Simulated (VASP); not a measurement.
# CdS (P6_3mc) in VASP: single point with PBE

Aim: the single point of CdS with PBE.

All numbers are computed with VASP 6.6.1; they aren't measurements. Logs are shortened: lines on timing, memory, paths and dates and some standing lists are left out, and cuts for length are marked.

### 1 The cell of the first run

It takes space group P6_3mc (No. 186, hexagonal). Conventional cell: a = 4.111 Å, b = 4.111 Å, c = 6.713 Å, α = 90.00°, β = 90.00°, γ = 120.00°. Cd (site symmetry 3m) has 4 S at 2.52 Å within 3.3 Å. Within 3.3 Å of S (site symmetry 3m) lie 4 Cd at 2.52 Å.

### 2 Single point, PBE

INCAR

```
SYSTEM = CdS
ALGO = Normal
EDIFF = 1E-6
ENCUT = 520
GGA = PE
ISIF = 2
ISMEAR = 0
LASPH = .TRUE.
LCHARG = .TRUE.
LELF = .TRUE.
LREAL = .FALSE.
LVHAR = .TRUE.
LWAVE = .FALSE.
NBANDS = 26
NELM = 80
PREC = Accurate
SIGMA = 0.05
```

KPOINTS

```
k-points
0
G
  8 8 5
  0 0 0
```

POSCAR

```
CdS
1.0
    4.1111839979      0.0000000000      0.0000000000
   -2.0555919990      3.5603897818      0.0000000000
    0.0000000000      0.0000000000      6.7130000000
Cd S
2 2
Direct
    0.3333333333      0.6666666667      0.0006996403
    0.6666666667      0.3333333333      0.5006996403
    0.3333333333      0.6666666667      0.3763003597
    0.6666666667      0.3333333333      0.8763003597
```

Potentials or basis: VASP PAW PBE potentials, release 64 (Cd, S).

Launch:

```console
$ cat potpaw_PBE.64/Cd/POTCAR potpaw_PBE.64/S/POTCAR > POTCAR
$ mpirun -np 1 vasp_std > vasp.out
```

OUTCAR:

```text
SYSTEM = CdS
   EDIFF = 1E-6
   ENCUT = 520
   GGA = PE
   ISIF = 2
   ISMEAR = 0
   LASPH = .TRUE.
   LREAL = .FALSE.
   NELM = 80
   PREC = Accurate

 ion  position               nearest neighbor table
   1  0.333  0.667  0.001-   4 2.52   4 2.52   4 2.52   3 2.52
   2  0.667  0.333  0.501-   3 2.52   3 2.52   3 2.52   4 2.52
   3  0.333  0.667  0.376-   2 2.52   2 2.52   2 2.52   1 2.52
   4  0.667  0.333  0.876-   1 2.52   1 2.52   1 2.52   2 2.52

  LATTYP: Found a hexagonal cell.
 ALAT       =     4.1111839979
 C/A-ratio  =     1.6328629425

  Lattice vectors:

 A1 = (   4.1111839979,   0.0000000000,   0.0000000000)
 A2 = (  -2.0555919990,   3.5603897818,   0.0000000000)
 A3 = (   0.0000000000,   0.0000000000,   6.7130000000)

Analysis of symmetry for initial positions (statically):
=====================================================================
 Subroutine PRICEL returns:
 Original cell was already a primitive cell.

 Routine SETGRP: Setting up the symmetry group for a
 hexagonal supercell.

 Subroutine GETGRP returns: Found 12 space group operations
 (whereof  6 operations were pure point group operations)
 out of a pool of 24 trial point group operations.

The static configuration has the point symmetry C_3v.
 The point group associated with its full space group is C_6v.

Analysis of symmetry for dynamics (positions and initial velocities):
=====================================================================
 Subroutine PRICEL returns:
 Original cell was already a primitive cell.

 Routine SETGRP: Setting up the symmetry group for a
 hexagonal supercell.

 Subroutine GETGRP returns: Found 12 space group operations
 (whereof  6 operations were pure point group operations)
 out of a pool of 24 trial point group operations.

The dynamic configuration has the point symmetry C_3v.
 The point group associated with its full space group is C_6v.

 Subroutine INISYM returns: Found 12 space group operations
 (whereof  6 operations are pure point group operations),
 and found     1 'primitive' translations

----------------------------------------------------------------------------------------

                                     Primitive cell

  volume of cell :      98.2610

  direct lattice vectors                    reciprocal lattice vectors
[... 83 lines left out ...]
   ISTART =      0    job   : 0-new  1-cont  2-samecut
   ICHARG =      2    charge: 1-file 2-atom 10-const
   ISPIN  =      1    spin polarized calculation?
   LNONCOLLINEAR =      F non collinear calculations
   LSORBIT =      F    spin-orbit coupling
   LASPH  =      T    aspherical Exc in radial PAW
   ENCUT  =  520.0 eV  38.22 Ry    6.18 a.u.   7.64  7.64 12.48*2*pi/ulx,y,z
   NELM   =     80;   NELMIN=  2; NELMDL= -5     # of ELM steps
   EDIFF  = 0.1E-05   stopping-criterion for ELM
   LREAL  =      F    real-space projection
   EDIFFG = 0.1E-04   stopping-criterion for IOM
   NSW    =      0    number of steps for IOM
   IBRION =     -1    ionic relax: 0-MD 1-quasi-New 2-CG
   NFREE  =      0    steps in history (QN), initial steepest desc. (CG)
   ISIF   =      2    stress and relaxation
   ISYM   =      2    0-nonsym 1-usesym 2-fastsym
   POTIM  = 0.5000    time-step for ionic-motion
   TEBEG  =    0.0;   TEEND  =   0.0 temperature during run
   PSTRESS=    0.0 pullay stress
   NELECT =      36.0000    total number of electrons
   NUPDOWN=      -1.0000    fix difference up-down
   EMIN   =  10.00;   EMAX   =-10.00  energy-range for DOS
   EFERMI =   0.00;   METHOD = LEGACY
   ISMEAR =     0;   SIGMA  =   0.05  broadening in eV -4-tet -1-fermi 0-gaus
   EFERMI_NEDOS =   21; number of points for ismear=-14 and -15
   IALGO  =     38    algorithm
   IMIX   =      4    mixing-type and parameters
     AMIX     =   0.40;   BMIX     =  1.00
     AMIX_MAG =   1.60;   BMIX_MAG =  1.00
  volume/ion in A,a.u.               =      24.57       165.77
  Fermi-wavevector in a.u.,A,eV,Ry     =   1.171427  2.213676 18.670481  1.372242
  Thomas-Fermi vector in A             =   2.307871
   LORBIT       =      0    0 simple, 1 ext, 2 COOP (PROOUT), +10 PAW based schemes
   GGA     = PE    functional components
   LHFCALC =     F    Hartree Fock is set to
   AEXX    =    0.0000 exact exchange contribution
   IVDW    =     0    specifies the selected vdW correction
   LEPSILON=     F    determine dielectric tensor
   LRPA    =     F    only Hartree local field effects (RPA)
 non-spin polarized calculation
 Gauss-broadening in eV      SIGMA  =   0.05
  energy-cutoff  :      520.00
  volume of cell :       98.26
 maximum number of plane-waves:      2671
 NGX is ok and might be reduce to    32
   NGX = 15   NGY = 15   NGZ = 25

 number of electron      35.9999994 magnetization

 Free energy of the ion-electron system (eV)
  ---------------------------------------------------
  ext. energy  EPLUGINS =         0.00000000
  ---------------------------------------------------
  free energy    TOTEN  =       -12.22473589 eV

  energy without entropy =      -12.22473589  energy(sigma->0) =      -12.22473589

 E-fermi :   1.6482     XC(G=0):  -9.1904

 val. band max:        1.4015339581   @ k =   0.0000   0.0000   0.0000
 cond. band min:       2.6463140903   @ k =   0.0000   0.0000   0.0000
 fundamental gap:      1.2447801322
 Fermi energy:         1.6481666674

 k-point     1 :       0.0000    0.0000    0.0000
  band No.  band energies     occupation
      1     -11.0373      2.00000
      2     -10.5975      2.00000
      3      -6.3491      2.00000
      4      -6.3385      2.00000
      5      -6.3385      2.00000
      6      -6.2510      2.00000
[... 685 lines left out ...]
     25       9.3077      0.00000
     26      10.1551      0.00000

 [... further k-points ...]
[... 5 lines left out ...]
  --------------------------------------------------------------------------------------
  -------------------------------------------------------------------------------------
  Total        2.4218806      2.4218806      2.3474220     -0.0000000      0.0000000      0.0000000
  in kB       39.4895519     39.4895519     38.2754802     -0.0000000      0.0000000      0.0000000
  external PRESSURE =      39.0848613 kB  Pullay stress =       0.0000000 kB

 VOLUME and BASIS-vectors are now :
 -----------------------------------------------------------------------------
  energy-cutoff  :      520.00
  volume of cell :       98.26
      direct lattice vectors                 reciprocal lattice vectors
     4.111183998  0.000000000  0.000000000     0.243238931  0.140434062  0.000000000
    -2.055591999  3.560389782  0.000000000     0.000000000  0.280868124  0.000000000
     0.000000000  0.000000000  6.713000000     0.000000000  0.000000000  0.148964695

 POSITION                                       TOTAL-FORCE (eV/Angst)
 -----------------------------------------------------------------------------------
     -0.00000      2.37359      0.00470        -0.000000     -0.000000      0.001086
      2.05559      1.18680      3.36120         0.000000      0.000000      0.001086
     -0.00000      2.37359      2.52610        -0.000000      0.000000     -0.001086
      2.05559      1.18680      5.88260         0.000000     -0.000000     -0.001086
 -----------------------------------------------------------------------------------
    total drift:                               -0.000000     -0.000000      0.000410

  FREE ENERGIE OF THE ION-ELECTRON SYSTEM (eV)
  ---------------------------------------------------
  free  energy   TOTEN  =       -12.2247358874 eV

  energy  without entropy=      -12.2247358874  energy(sigma->0) =      -12.22473589
```

OSZICAR:

```text
N       E                     dE             d eps       ncg     rms          rms(c)
DAV:   1     0.247213995113E+03    0.24721E+03   -0.17581E+04  1560   0.127E+03
DAV:   2     0.477143286239E+00   -0.24674E+03   -0.23744E+03  1690   0.318E+02
DAV:   3    -0.131664755332E+02   -0.13644E+02   -0.13558E+02  1912   0.751E+01
DAV:   4    -0.133045481251E+02   -0.13807E+00   -0.13797E+00  1756   0.735E+00
DAV:   5    -0.133066301763E+02   -0.20821E-02   -0.20818E-02  1872   0.908E-01    0.117E+01
DAV:   6    -0.122490266390E+02    0.10576E+01   -0.18831E+00  2048   0.144E+01    0.920E+00
DAV:   7    -0.122302325604E+02    0.18794E-01   -0.77835E-01  1656   0.470E+00    0.396E+00
DAV:   8    -0.122255694714E+02    0.46631E-02   -0.98556E-02  1698   0.313E+00    0.592E-01
DAV:   9    -0.122244645691E+02    0.11049E-02   -0.15807E-02  1716   0.159E+00    0.174E-01
DAV:  10    -0.122245847707E+02   -0.12020E-03   -0.13367E-03  1694   0.393E-01    0.113E-01
DAV:  11    -0.122247174637E+02   -0.13269E-03   -0.28442E-04  1734   0.117E-01    0.842E-02
DAV:  12    -0.122247278690E+02   -0.10405E-04   -0.16278E-04  1646   0.101E-01    0.188E-02
DAV:  13    -0.122247355278E+02   -0.76588E-05   -0.22036E-05  1702   0.282E-02    0.472E-03
DAV:  14    -0.122247358874E+02   -0.35962E-06   -0.26619E-06  1518   0.141E-02
   1 F= -.12224736E+02 E0= -.12224736E+02  d E =-.477989E-14
```

stdout:

```text
POSCAR found type information on POSCAR CdS
 POSCAR found :  2 types and       4 ions
 scaLAPACK will be used
 LDA part: xc-table for (Slater+PW92), standard interpolation
 POSCAR, INCAR and KPOINTS ok, starting setup
 FFT: planning ... GRIDC
 FFT: planning ... GRID_SOFT
 FFT: planning ... GRID
 WAVECAR not read
 entering main loop
```

Wall time 58 s (1 thread of Intel Xeon Platinum 8259CL at 2.50GHz (Skylake/Cascade Lake), shared host); peak memory 0.24 GiB.

Results:

```
Free energy            : -12.2247 eV
Pressure               : 3.9 GPa
Band gap on the k mesh : 1.24 eV, direct
```

PBE gaps usually lie below the measured ones, often by a third to a half.
